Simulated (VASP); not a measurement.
# Sc: single point with PBEsol

Sc:

```
CELL_PARAMETERS angstrom
0.00000 2.16956 2.16956
2.16956 0.00000 2.16956
2.16956 2.16956 0.00000
ATOMIC_POSITIONS crystal
Sc 0.00000 0.00000 0.00000
```

This isn't the form of Sc at room conditions, which is hcp.

* Program: VASP 6.6.1
* Task: single point
* Functional: PBEsol
* Potentials or basis: VASP PAW PBE potentials, release 64 (Sc_sv)
* Cutoff: 500 eV
* k mesh: 17 × 17 × 17
* Occupations: fermi-dirac, width 0.1 eV
* Spin: no spin polarisation
* Dipole correction: no
* Further INCAR settings: ALGO = Normal; EDIFF = 1e-06; NBANDS = 12

```json
{"Pressure": "10.0 GPa", "Band gap on the k mesh": "zero (an odd number of electrons rules out a gap without spin polarisation)"}
```

Levels at points of the mesh, in eV from the Fermi level:
```csv
k point,band 3,band 4,band 5,band 6,band 7,band 8
"(0.00, 0.00, 0.00)",-27.09,-27.09,-5.51,1.82,1.82,1.82
```

It took 21 s on 1 thread of AMD EPYC 9R14 (Zen 4) (shared host), peak memory 0.13 GiB.

Caveat: the cell stands under pressure; the PAW data sets were made with another functional, which shifts forces and pressure a little.
